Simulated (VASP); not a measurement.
The system is PbSe.

```
Pb Se
1.0
     0.00000    3.06065    3.06065
     3.06065    0.00000    3.06065
     3.06065    3.06065    0.00000
Pb Se
1 1
Direct
  0.00000 0.00000 0.00000
  0.50000 0.50000 0.50000
```

```yaml
Program: VASP 6.6.1
Task: relaxation of cell and atoms
Functional: B3LYP
Potentials_or_basis: VASP PAW PBE potentials, release 64 (Pb_d, Se)
Cutoff: 600 eV
k_mesh: 4 × 4 × 4
Occupations: fermi-dirac, width 0.05 eV
Spin: no spin polarisation
```

At the start: pressure 4.5 GPa; volume 28.67 Å³/atom.

Q: How do energy, volume and symmetry change on relaxing?

A: Over 3 steps the energy falls by 32.6 meV/atom and the volume is 31.15 Å³/atom (+8.7 %); space group Fm-3m (No. 225, to 0.1 Å) before and after.

Step by step:
| step | energy change (eV) | largest force (eV/Å) | pressure (GPa) | volume (Å³) |
| --- | --- | --- | --- | --- |
| 1 | 0.0000 | 0.0000 | 4.53 | 57.34 |
| 2 | -0.0565 | 0.0000 | -1.34 | 64.33 |
| 3 | -0.0653 | 0.0000 | 0.00 | 62.30 |

Final structure:
```
Pb Se
1.0
     0.00000    3.14647    3.14647
     3.14647    0.00000    3.14647
     3.14647    3.14647    0.00000
Pb Se
1 1
Direct
  0.00000 0.00000 0.00000
  0.50000 0.50000 0.50000
```

Caveat: the k points lie up to 0.43 Å⁻¹ apart in the final cell; the PAW data sets were made with another functional, which shifts forces and pressure a little.
